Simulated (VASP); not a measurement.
**TiC: single point with PBE**

The system is TiC.

```
Ti C
1.0
    -2.23657    2.25434    4.49560
     2.22405   -2.35757    4.54096
     2.18887    2.26452   -0.02894
Ti C
4 4
Direct
  0.00999 0.01233 0.00519
  0.98401 0.49999 0.52816
  0.53364 0.99685 0.52026
  0.52330 0.49635 0.01324
  0.22276 0.24080 0.00128
  0.25701 0.77575 0.48405
  0.74731 0.23898 0.54042
  0.73449 0.75767 0.03047
```

```
Program             : VASP 6.6.1
Task                : single point
Functional          : PBE
Potentials or basis : VASP PAW PBE potentials, release 64 (Ti_sv, C)
Cutoff              : 520 eV
k mesh              : 4 × 4 × 6, shifted
Occupations         : fermi-dirac, width 0.1 eV
Spin                : no spin polarisation
```

| Property | Result |
| --- | --- |
| Pressure | -16.7 GPa |
| Largest force | 2.964 eV/Å |
| Band gap on the k mesh | zero (bands 32 and 33 overlap by 0.32 eV) |

Forces on the atoms (eV/Å):
```
Ti  -0.827  1.020 -0.572
Ti  -0.970  0.719  1.186
Ti   1.458 -1.105 -2.332
Ti   1.946 -1.278 -1.263
C    0.325  0.053  2.277
C   -0.159  1.181 -1.164
C   -0.241 -1.047  1.528
C   -1.532  0.456  0.340
```

Stress tensor (GPa, compression positive):
```
-14.34   2.73   0.54
  2.73 -21.15   2.94
  0.54   2.94 -14.63
```

Levels at points of the mesh, in eV from the Fermi level:
| k point | band 30 | band 31 | band 32 | band 33 | band 34 | band 35 |
| --- | --- | --- | --- | --- | --- | --- |
| (0.12, 0.00, 0.00) | -0.25 | 0.12 | 0.24 | 0.44 | 0.72 | 0.98 |

Wall time 5.9 min on 1 thread of Intel Xeon 8259CL, with other jobs on the host, peak memory 0.28 GiB.

Caveat: the cell stands under tension; forces of over 1 eV/Å act on the atoms, so gaps and moduli don't describe the material at rest.
